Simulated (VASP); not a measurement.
# Si15Ni (F-43m) in VASP: a series of runs, part 2 of 2

VASP 6.6.1. Earlier steps stand in the parts before.

### Step 3. Single point, PBEsol+U, collinear spin, ferromagnetic start

INCAR reads:

```
SYSTEM = Si15Ni
ALGO = Normal
EDIFF = 1E-6
ENCUT = 520
GGA = PS
ISIF = 2
ISMEAR = 0
ISPIN = 2
LASPH = .True.
LCHARG = .False.
LDAU = .True.
LDAUJ = 0 0
LDAUL = 2 -1
LDAUPRINT = 1
LDAUTYPE = 2
LDAUU = 5 0
LMAXMIX = 4
LORBIT = 11
LREAL = Auto
LWAVE = .False.
MAGMOM = 4 0 0 0 0 0 0 0 0 0 0 0 0 0 0 0
NBANDS = 53
NELM = 150
PREC = Accurate
SIGMA = 0.05
```

KPOINTS reads:

```
k-points
0
Gamma
  3 3 3
  0 0 0
```

POSCAR reads:

```
Si15Ni
1.0
    0.0000000000      5.4370000000      5.4370000000
    5.4370000000      0.0000000000      5.4370000000
    5.4370000000      5.4370000000      0.0000000000
Ni Si
1 15
Direct
    1.0000000000      0.0000000000      1.0000000000
    0.0008460273      0.0008460273      0.4991539727
    0.0008460273      0.4991539727      0.0008460273
    0.0008460273      0.4991539727      0.4991539727
    0.4991539727      0.0008460273      0.0008460273
    0.4991539727      0.0008460273      0.4991539727
    0.4991539727      0.4991539727      0.0008460273
    0.5000000000      0.5000000000      0.5000000000
    0.1202211774      0.1202211774      0.1202211774
    0.1202211774      0.1202211774      0.6393364679
    0.1202211774      0.6393364679      0.1202211774
    0.1235527506      0.6254824165      0.6254824165
    0.6393364679      0.1202211774      0.1202211774
    0.6254824165      0.1235527506      0.6254824165
    0.6254824165      0.6254824165      0.1235527506
    0.6254824165      0.6254824165      0.6254824165
```

Potentials or basis: VASP PAW PBE potentials, release 64 (Ni, Si).

Started as:

```sh
$ cat potpaw_PBE.64/Ni/POTCAR potpaw_PBE.64/Si/POTCAR > POTCAR
$ mpirun -np 1 vasp_std > vasp.out
```

OUTCAR:

```text
SYSTEM = Si15Ni
   EDIFF = 1E-6
   ENCUT = 520
   GGA = PS
   ISIF = 2
   ISMEAR = 0
   ISPIN = 2
   LASPH = .True.
   LORBIT = 11
   LREAL = Auto
   NELM = 150
   PREC = Accurate

 ion  position               nearest neighbor table
   1  0.000  0.000  0.000-  10 2.26  11 2.26  13 2.26   9 2.26
   2  0.001  0.001  0.499-  12 2.36  14 2.36   9 2.38  10 2.38
   3  0.001  0.499  0.001-  12 2.36  15 2.36   9 2.38  11 2.38
   4  0.001  0.499  0.499-  16 2.36  12 2.36  10 2.38  11 2.38
   5  0.499  0.001  0.001-  14 2.36  15 2.36   9 2.38  13 2.38
   6  0.499  0.001  0.499-  16 2.36  14 2.36  10 2.38  13 2.38
[... 8 lines left out ...]
  15  0.625  0.625  0.124-   3 2.36   5 2.36   7 2.36   8 2.36
  16  0.625  0.625  0.625-   4 2.36   6 2.36   7 2.36   8 2.36

  LATTYP: Found a face centered cubic cell.
 ALAT       =    10.8740000000

  Lattice vectors:

 A1 = (   0.0000000000,   5.4370000000,   5.4370000000)
[... 658 lines left out ...]
  in kB      -24.8377360    -24.8377360    -24.8377360     -0.0000000      0.0000000      0.0000000
  external PRESSURE =     -24.8377360 kB  Pullay stress =       0.0000000 kB

 VOLUME and BASIS-vectors are now :
 -----------------------------------------------------------------------------
  energy-cutoff  :      520.00
  volume of cell :      321.45
      direct lattice vectors                 reciprocal lattice vectors
     0.000000000  5.437000000  5.437000000    -0.091962479  0.091962479  0.091962479
     5.437000000  0.000000000  5.437000000     0.091962479 -0.091962479  0.091962479
     5.437000000  5.437000000  0.000000000     0.091962479  0.091962479 -0.091962479

 POSITION                                       TOTAL-FORCE (eV/Angst)
 -----------------------------------------------------------------------------------
      0.00000      0.00000      0.00000         0.000000      0.000000      0.000000
      2.71850      2.71850      0.00920         0.000000      0.000000     -0.005361
      2.71850      0.00920      2.71850         0.000000     -0.005361      0.000000
      5.42780      2.71850      2.71850         0.005361      0.000000      0.000000
      0.00920      2.71850      2.71850        -0.005361      0.000000      0.000000
      2.71850      5.42780      2.71850         0.000000      0.005361      0.000000
[... 8 lines left out ...]
      4.07250      4.07250      6.80150         0.010330      0.010330     -0.010330
      6.80150      6.80150      6.80150        -0.010330     -0.010330     -0.010330
 -----------------------------------------------------------------------------------
    total drift:                                0.000001      0.000001      0.000001

  FREE ENERGIE OF THE ION-ELECTRON SYSTEM (eV)
  ---------------------------------------------------
  free  energy   TOTEN  =       -87.9874124055 eV

  energy  without entropy=      -87.9817989021  energy(sigma->0) =      -87.98460565

 total charge

# of ion       s       p       d       tot
------------------------------------------
    1        0.543   0.399   8.698   9.640
    2        0.760   0.912   0.000   1.673
    3        0.760   0.912   0.000   1.673
    4        0.760   0.912   0.000   1.673
    5        0.760   0.912   0.000   1.673
    6        0.760   0.912   0.000   1.673
[... 8 lines left out ...]
   15        0.753   0.931   0.000   1.684
   16        0.753   0.931   0.000   1.684
--------------------------------------------------
tot         12.002  13.950   8.698  34.650

 magnetization (x)

# of ion       s       p       d       tot
------------------------------------------
    1       -0.009  -0.052  -0.121  -0.183
    2       -0.003  -0.003   0.000  -0.006
    3       -0.003  -0.003   0.000  -0.006
    4       -0.003  -0.003   0.000  -0.006
    5       -0.003  -0.003   0.000  -0.006
    6       -0.003  -0.003   0.000  -0.006
[... 8 lines left out ...]
   15       -0.001  -0.000   0.000  -0.002
   16       -0.001  -0.000   0.000  -0.002
--------------------------------------------------
tot         -0.056  -0.159  -0.121  -0.335
```

OSZICAR:

```text
N       E                     dE             d eps       ncg     rms          rms(c)
DAV:   1     0.242271073700E+03    0.24227E+03   -0.26617E+04   848   0.112E+03
DAV:   2    -0.634560407278E+02   -0.30573E+03   -0.28505E+03   928   0.202E+02
[... 19 lines left out ...]
DAV:  22    -0.879873808745E+02   -0.31155E-03   -0.70332E-04  1376   0.339E-01    0.424E-02
DAV:  23    -0.879874105894E+02   -0.29715E-04   -0.26726E-04  1062   0.677E-02    0.311E-02
DAV:  24    -0.879874128445E+02   -0.22551E-05   -0.40167E-06   945   0.119E-02    0.262E-02
DAV:  25    -0.879874105171E+02    0.23275E-05   -0.75780E-06  1143   0.320E-02    0.165E-02
DAV:  26    -0.879874119172E+02   -0.14001E-05   -0.42006E-06   898   0.220E-02    0.788E-03
DAV:  27    -0.879874124055E+02   -0.48827E-06   -0.11976E-06   626   0.890E-03
   1 F= -.87987412E+02 E0= -.87984606E+02  d E =-.561350E-02  mag=    -0.6587
```

Wall time 5.2 min (1 thread of Intel Xeon 6975P-C (Granite Rapids), shared host); peak memory 0.68 GiB.

Results:

| Property | Result |
| --- | --- |
| Free energy | -87.9874 eV |
| Pressure | -2.5 GPa |
| Largest force | 0.163 eV/Å |
| Net moment | -0.66 μB per cell |
| Site moments | Ni -0.18; Si -0.01, -0.00, -0.03 (each value once) μB |
| Valence electrons inside the program's atomic spheres | Ni 9.64; Si 1.67, 1.68, 1.64 (each value once) |

Forces in eV/Å, atoms in the order of the input:
```
Ni   0.000  0.000  0.000
Si   0.000  0.000 -0.005
Si   0.000 -0.005  0.000
Si   0.005  0.000  0.000
Si  -0.005  0.000  0.000
Si   0.000  0.005  0.000
Si   0.000  0.000  0.005
Si   0.000  0.000  0.000
Si  -0.094 -0.094 -0.094
Si   0.094  0.094 -0.094
Si   0.094 -0.094  0.094
Si  -0.010  0.010  0.010
Si  -0.094  0.094  0.094
Si   0.010 -0.010  0.010
Si   0.010  0.010 -0.010
Si  -0.010 -0.010 -0.010
```

Eigenvalues of the final occupation matrices:
```csv
site,spin,trace,eigenvalues
site 1 d,1,4.31,0.83 0.83 0.83 0.91 0.91
site 1 d,2,4.43,0.87 0.87 0.87 0.91 0.91
```

Caveat: the PAW data sets were made with another functional, which shifts forces and pressure a little; the U is typed as a test and isn't derived for this compound. The state reached can hang on the start; a lower one may exist.

### Step 4. Single point, PBEsol+U, collinear spin

INCAR reads:

```
PREC = Accurate
ENCUT = 520
EDIFF = 1E-6
ISMEAR = 0
SIGMA = 0.05
LREAL = Auto
LASPH = T
NELM = 150
ALGO = Normal
ISIF = 2
LWAVE = F
LCHARG = T
ISPIN = 2
MAGMOM = 0.13 0.01 0.01 0.01 0.01 0.01 0.01 0 0.03 0.03 0.03 0 0.03 0 0 0
LORBIT = 11
LMAXMIX = 4
LDAU = T
LDAUTYPE = 2
LDAUL = 2 -1
LDAUU = 5 0
LDAUJ = 0 0
LDAUPRINT = 1
GGA = PS
LELF = T
LVHAR = T
NBANDS = 53
```

KPOINTS reads:

```
regular mesh
0
Gamma
  3 3 3
```

POSCAR is that of step 3.

Started as:

```sh
$ cat potpaw_PBE.64/Ni/POTCAR potpaw_PBE.64/Si/POTCAR > POTCAR
$ mpirun -np 1 vasp_std > vasp.out
```

It took 3.4 min on 1 thread of Intel Xeon 6975P-C (Granite Rapids), shared host; peak memory 0.67 GiB.

Results (log left out):

```yaml
Free_energy: -87.9874 eV
Pressure: -2.5 GPa
Largest_force: 0.163 eV/Å
Net_moment: 0.66 μB per cell
Site_moments: Ni +0.18; Si +0.01, +0.00, +0.03 (each value once) μB
Valence_electrons_inside_the_program's_atomic_spheres: Ni 9.64; Si 1.67, 1.68, 1.64 (each value once)
```

Forces on the atoms (eV/Å):
```
Ni   0.000  0.000  0.000
Si   0.000  0.000 -0.005
Si   0.000 -0.005  0.000
Si   0.005  0.000  0.000
Si  -0.005  0.000  0.000
Si   0.000  0.005  0.000
Si   0.000  0.000  0.005
Si   0.000  0.000  0.000
Si  -0.094 -0.094 -0.094
Si   0.094  0.094 -0.094
Si   0.094 -0.094  0.094
Si  -0.010  0.010  0.010
Si  -0.094  0.094  0.094
Si   0.010 -0.010  0.010
Si   0.010  0.010 -0.010
Si  -0.010 -0.010 -0.010
```

Levels at points of the mesh, in eV from the Fermi level:
Spin up:
```tsv
k point	band 32	band 33	band 34	band 35	band 36	band 37	band 38	band 39
(0.00, 0.00, 0.00)	0.01	0.01	0.01	1.34	1.35	1.35	1.35	1.39
```
Spin down:
```
           k point  band 31  band 32  band 33  band 34  band 35  band 36  band 37  band 38
(0.00, 0.00, 0.00)    -0.49     0.04     0.04     0.04     1.35     1.38     1.38     1.38
```

Eigenvalues of the final occupation matrices:
```
    site  spin  trace               eigenvalues
site 1 d     1   4.43  0.87 0.87 0.87 0.91 0.91
site 1 d     2   4.31  0.83 0.83 0.83 0.91 0.91
```

Caveat: the PAW data sets were made with another functional, which shifts forces and pressure a little; the U is typed as a test and isn't derived for this compound.

### Step 5. Single point, PBEsol+U, collinear spin

INCAR reads:

```
SYSTEM = Si15Ni
ALGO = Normal
EDIFF = 1E-7
ENCUT = 520
GGA = PS
ISIF = 2
ISMEAR = 0
ISPIN = 2
LASPH = .TRUE.
LCHARG = .FALSE.
LDAU = .TRUE.
LDAUJ = 0 0
LDAUL = 2 -1
LDAUPRINT = 1
LDAUTYPE = 2
LDAUU = 5 0
LMAXMIX = 4
LORBIT = 11
LREAL = Auto
LWAVE = .FALSE.
MAGMOM = 0.13 0.01 0.01 0.01 0.01 0.01 0.01 0 0.03 0.03 0.03 0 0.03 0 0 0
NBANDS = 53
NELM = 150
PREC = Accurate
SIGMA = 0.05
```

KPOINTS reads:

```
k-points
0
G
  3 3 3
  0 0 0
```

POSCAR is that of step 4.

Potentials or basis: VASP PAW PBE potentials, release 64 (Ni, Si).

Started as:

```sh
$ cat potpaw_PBE.64/Ni/POTCAR potpaw_PBE.64/Si/POTCAR > POTCAR
$ mpirun -np 1 vasp_std > vasp.out
```

OUTCAR:

```text
SYSTEM = Si15Ni
   EDIFF = 1E-7
   ENCUT = 520
   GGA = PS
   ISIF = 2
   ISMEAR = 0
   ISPIN = 2
   LASPH = .TRUE.
   LORBIT = 11
   LREAL = Auto
   NELM = 150
   PREC = Accurate

 ion  position               nearest neighbor table
   1  0.000  0.000  0.000-  10 2.26  11 2.26  13 2.26   9 2.26
   2  0.001  0.001  0.499-  12 2.36  14 2.36   9 2.38  10 2.38
   3  0.001  0.499  0.001-  12 2.36  15 2.36   9 2.38  11 2.38
   4  0.001  0.499  0.499-  16 2.36  12 2.36  10 2.38  11 2.38
   5  0.499  0.001  0.001-  14 2.36  15 2.36   9 2.38  13 2.38
   6  0.499  0.001  0.499-  16 2.36  14 2.36  10 2.38  13 2.38
[... 689 lines left out ...]
      2.71850      0.00920      2.71850         0.000000     -0.005344      0.000000
      5.42780      2.71850      2.71850         0.005344      0.000000      0.000000
      0.00920      2.71850      2.71850        -0.005344      0.000000      0.000000
      2.71850      5.42780      2.71850         0.000000      0.005344      0.000000
[... 8 lines left out ...]
      4.07250      4.07250      6.80150         0.010333      0.010333     -0.010333
      6.80150      6.80150      6.80150        -0.010333     -0.010333     -0.010333
 -----------------------------------------------------------------------------------
    total drift:                                0.000001      0.000001      0.000001

  FREE ENERGIE OF THE ION-ELECTRON SYSTEM (eV)
  ---------------------------------------------------
  free  energy   TOTEN  =       -87.9874127726 eV

  energy  without entropy=      -87.9817789940  energy(sigma->0) =      -87.98459588

 total charge

# of ion       s       p       d       tot
------------------------------------------
    1        0.543   0.399   8.698   9.640
    2        0.760   0.912   0.000   1.673
    3        0.760   0.912   0.000   1.673
    4        0.760   0.912   0.000   1.673
    5        0.760   0.912   0.000   1.673
    6        0.760   0.912   0.000   1.673
[... 8 lines left out ...]
   15        0.753   0.931   0.000   1.684
   16        0.753   0.931   0.000   1.684
--------------------------------------------------
tot         12.002  13.950   8.698  34.650

 magnetization (x)

# of ion       s       p       d       tot
------------------------------------------
    1        0.009   0.052   0.120   0.182
    2        0.003   0.003   0.000   0.006
    3        0.003   0.003   0.000   0.006
    4        0.003   0.003   0.000   0.006
    5        0.003   0.003   0.000   0.006
    6        0.003   0.003   0.000   0.006
[... 8 lines left out ...]
   15        0.001   0.000   0.000   0.002
   16        0.001   0.000   0.000   0.002
--------------------------------------------------
tot          0.056   0.159   0.120   0.335
```

It took 3.1 min on 1 thread of Intel Xeon 6975P-C (Granite Rapids), shared host; peak memory 0.67 GiB.

Results:

```yaml
Free_energy: -87.9874 eV
Pressure: -2.5 GPa
Largest_force: 0.163 eV/Å
Net_moment: 0.66 μB per cell
Site_moments: Ni +0.18; Si +0.01, +0.00, +0.03 (each value once) μB
Valence_electrons_inside_the_program's_atomic_spheres: Ni 9.64; Si 1.67, 1.68, 1.64 (each value once)
```

Forces on the atoms (eV/Å):
```
Ni   0.000  0.000  0.000
Si   0.000  0.000 -0.005
Si   0.000 -0.005  0.000
Si   0.005  0.000  0.000
Si  -0.005  0.000  0.000
Si   0.000  0.005  0.000
Si   0.000  0.000  0.005
Si   0.000  0.000  0.000
Si  -0.094 -0.094 -0.094
Si   0.094  0.094 -0.094
Si   0.094 -0.094  0.094
Si  -0.010  0.010  0.010
Si  -0.094  0.094  0.094
Si   0.010 -0.010  0.010
Si   0.010  0.010 -0.010
Si  -0.010 -0.010 -0.010
```

Eigenvalues of the final occupation matrices:
| site | spin | trace | eigenvalues |
| --- | --- | --- | --- |
| site 1 d | 1 | 4.43 | 0.87 0.87 0.87 0.91 0.91 |
| site 1 d | 2 | 4.31 | 0.83 0.83 0.83 0.91 0.91 |

Caveat: the PAW data sets were made with another functional, which shifts forces and pressure a little; the U is typed as a test and isn't derived for this compound.
